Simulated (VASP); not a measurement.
A run of VASP 6.6.1 is set up as follows.

Contents of INCAR:

```
SYSTEM = W
  PREC = Accurate
  ENCUT = 600
  EDIFF = 1E-6
  ISMEAR = -1
  SIGMA = 0.1
  LREAL = .FALSE.
  LASPH = .TRUE.
  NELM = 100
  ALGO = Normal
  ISIF = 3
  LWAVE = .FALSE.
  LCHARG = .FALSE.
  GGA = PE
  IBRION = 2
  NSW = 80
  EDIFFG = -0.01
```

File KPOINTS:

```
Automatic mesh
0
G
  8 8 11
  0 0 0
```

The input POSCAR:

```
W
1.0
    4.4740055658      0.0000000000      0.0000000000
   -2.2370027829      3.8746024767      0.0000000000
    0.0000000000      0.0000000000      2.7425654118
W
3
Direct
    0.0000000000      0.0000000000      0.0000000000
    0.3333333333      0.6666666667      0.5000000000
    0.6666666667      0.3333333333      0.5000000000
```

Potentials or basis: VASP PAW PBE potentials, release 64 (W_sv).

Command:

```sh
$ cat potpaw_PBE.64/W_sv/POTCAR > POTCAR
$ mpirun -np 1 vasp_std > vasp.out
```

(1) What does it give for the space group after relaxing (to 0.1 Å)?

(2) What does it give for the band gap on the k mesh?

(3) What does it give for the relaxed volume?

## Answers

(1) P6/mmm (No. 191).

(2) zero (bands 21 and 22 overlap by 0.66 eV).

(3) 16.58 Å³/atom.

Caveat: spin-orbit coupling is left out, which moves the levels of the heavy elements.
